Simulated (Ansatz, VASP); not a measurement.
## One calculation of BP, two programs

```
B P
1.0
     0.00000    2.29667    2.29667
     2.29667    0.00000    2.29667
     2.29667    2.29667    0.00000
B P
1 1
Direct
  0.00000 0.00000 0.00000
  0.25000 0.25000 0.25000
```

Alike in both runs: task single point; functional PBE; k mesh 10 × 10 × 10; occupations gaussian, width 0.02 eV; no spin polarisation.

```csv
,VASP,Ansatz
version,VASP 6.6.1,Ansatz 0.2.0
potentials or method,"VASP PAW PBE potentials, release 64 (B, P), cutoff 500 eV","scalar-relativistic, plane waves, PAW"
valence electrons in the cell,8,8
```

```csv
,VASP,Ansatz,Ansatz less VASP
gap on the k mesh at the Fermi level (eV),1.29,1.29,+0.003
least direct gap on the mesh (eV),3.35,3.35,+0.003
pressure (GPa),-4.7,-4.5,+0.20
```
